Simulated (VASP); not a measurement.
Set up this calculation in VASP 6.6.1, as the native input.

```
Task                   : single point
Functional             : LDA
Potentials or basis    : VASP PAW LDA potentials, release 64 (Na_pv, Cl)
Cutoff                 : 520 eV
k mesh                 : 8 × 8 × 8
Occupations            : gaussian, width 0.01 eV
Spin                   : no spin polarisation
Dipole correction      : no
Further INCAR settings : ALGO = Normal; EDIFF = 1e-07; NBANDS = 14
```

The structure of NaCl lies in POSCAR:

```
NaCl
1.0
    2.7595161579      2.7595161579      0.0000000000
   -2.7595161579      2.7595161579      0.0000000000
    0.0000000000      2.7595161579      2.7219574711
Na Cl
1 1
Direct
    0.0000000000      0.0000000000      0.0000000000
    0.5000000000      0.5000000000      0.0000000000
```

This cell differs from its parent crystal: in-plane strain +0.01, then relaxed in part.

The input as run:

INCAR

```
SYSTEM = NaCl
ALGO = Normal ; EDIFF = 1E-7
ENCUT = 520 ; GGA = CA
ISIF = 2 ; ISMEAR = 0
LASPH = .True. ; LCHARG = .True.
LELF = .True. ; LREAL = .False.
LVHAR = .True. ; LWAVE = .False.
NBANDS = 14 ; NELM = 80
PREC = Accurate ; SIGMA = 0.01
```

KPOINTS

```
k-points
0
Gamma
  8 8 8
  0 0 0
```

Potentials or basis: VASP PAW LDA potentials, release 64 (Na_pv, Cl).

Command:

```console
$ cat potpaw_LDA.64/Na_pv/POTCAR potpaw_LDA.64/Cl/POTCAR > POTCAR
$ mpirun -np 1 vasp_std > vasp.out
```

It gave:

```
Pressure               : -0.5 GPa
Band gap on the k mesh : 5.01 eV
```

Caveat: the cell differs from its parent crystal (in-plane strain +0.01, then relaxed in part).

Wall time 58 s on 1 thread of Intel Xeon 8259CL (shared host), peak memory 0.16 GiB.
